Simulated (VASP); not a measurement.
Here is a VASP 6.6.1 calculation.

INCAR

```
ALGO = Normal
EDIFF = 1E-7
ENCUT = 520
GGA = PE
ISIF = 2
ISMEAR = -1
LASPH = T
LCHARG = F
LREAL = F
LWAVE = F
NBANDS = 11
NELM = 100
PREC = Accurate
SIGMA = 0.02
```

Contents of KPOINTS:

```
k-points
0
Gamma
  11 11 11
```

File POSCAR:

```
BN
1.0
    0.0000000000      1.8371364149      1.8371364149
    1.8371364149      0.0000000000      1.8371364149
    1.8371364149      1.8371364149      0.0000000000
B N
1 1
Direct
    0.0000000000      0.0000000000      0.0000000000
    0.7500000000      0.7500000000      0.7500000000
```

Potentials or basis: VASP PAW PBE potentials, release 64 (B, N).

The run is started by

```console
$ cat potpaw_PBE.64/B/POTCAR potpaw_PBE.64/N/POTCAR > POTCAR
$ mpirun -np 1 vasp_std > vasp.out
```

Predict the pressure.

-13.9 GPa.

Predict the band gap on the k mesh.

4.50 eV, indirect (least direct gap 8.59 eV).

 A k mesh can miss the band edges.
